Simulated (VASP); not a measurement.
Write the native input for VASP 6.6.1 that does the following.

```
Task                   : single point
Functional             : LDA
Potentials or basis    : VASP PAW LDA potentials, release 64 (Zr_sv, B)
Cutoff                 : 520 eV
k mesh                 : 3 × 3 × 2
Occupations            : fermi-dirac, width 0.1 eV
Spin                   : no spin polarisation
Dipole correction      : no
Further INCAR settings : LREAL = Auto; ALGO = Normal; EDIFF = 1e-06; NBANDS = 88
```

The structure of Zr8B15 (a cell with a defect) lies in POSCAR:

```
Zr8B15
1.0
    6.2562506200      0.0000000100      0.0000000000
   -3.1281253200      5.4180711800      0.0000000000
    0.0000000000      0.0000000000      6.9579785800
Zr B
8 15
Direct
    0.0000476576     -0.0004136158      0.0015104962
    0.0000543051     -0.0004086325      0.4960045450
    0.0000475472      0.5005788794      0.0015169636
    0.0000501228      0.5005779566      0.4960019581
    0.4990571952     -0.0004130630      0.0015163887
    0.4990630369     -0.0004093717      0.4960018144
    0.4997141025      0.4999172039     -0.0002168733
    0.4997269904      0.4999234792      0.4977276029
    0.1802344207      0.3401758554      0.2487696649
    0.3338243388      0.1681316037      0.2487557241
    0.1661917892      0.3331517690      0.7487614312
    0.3331655378      0.1667986571      0.7487525206
    0.1663811596      0.8332540951      0.2487567301
    0.3338233163      0.6658116656      0.2487561553
    0.1663888235      0.8332480044      0.7487564010
    0.3331617918      0.6664722328      0.7487582694
    0.6594610613      0.3401793613      0.2487448014
    0.6664875688      0.3331584125      0.7487562573
    0.8330548069      0.1665888029      0.7487535266
    0.6594668651      0.8194080229      0.2487445140
    0.8315034158      0.6658162789      0.2487547181
    0.6664871926      0.8334489975      0.7487581257
    0.8328411175      0.6664796146      0.7487617187
```

The input as run:

INCAR

```
SYSTEM = Zr8B15
PREC     = Accurate       ! precision mode
ENCUT    = 520            ! plane-wave cutoff, eV
EDIFF    = 1E-6           ! SCF threshold, eV
ISMEAR   = -1             ! smearing method
SIGMA    = 0.1            ! smearing width, eV
LREAL    = Auto         
LASPH    = .True.         ! aspherical terms in the spheres
NELM     = 100            ! most SCF steps
ALGO     = Normal         ! electronic algorithm
ISIF     = 2              ! what is computed and relaxed
LWAVE    = .False.        ! write WAVECAR
LCHARG   = .False.        ! write CHGCAR
NBANDS   = 88             ! bands
```

KPOINTS

```
Automatic mesh
0
Gamma
  3 3 2
  0 0 0
```

Potentials or basis: VASP PAW LDA potentials, release 64 (Zr_sv, B).

The run is started by

```bash
$ cat potpaw_LDA.64/Zr_sv/POTCAR potpaw_LDA.64/B/POTCAR > POTCAR
$ mpirun -np 1 vasp_std > vasp.out
```

Results of the run:

- Pressure: 2.7 GPa
- Largest force: 0.009 eV/Å
- Band gap on the k mesh: zero (an odd number of electrons rules out a gap without spin polarisation)

Caveat: the k points lie up to 0.45 Å⁻¹ apart, too coarse for converged energies and pressures of a metal.

It took 4 min on 1 thread of Intel(R) Xeon(R) Platinum 8488C (Sapphire Rapids), with other jobs on the host, peak memory 0.35 GiB.
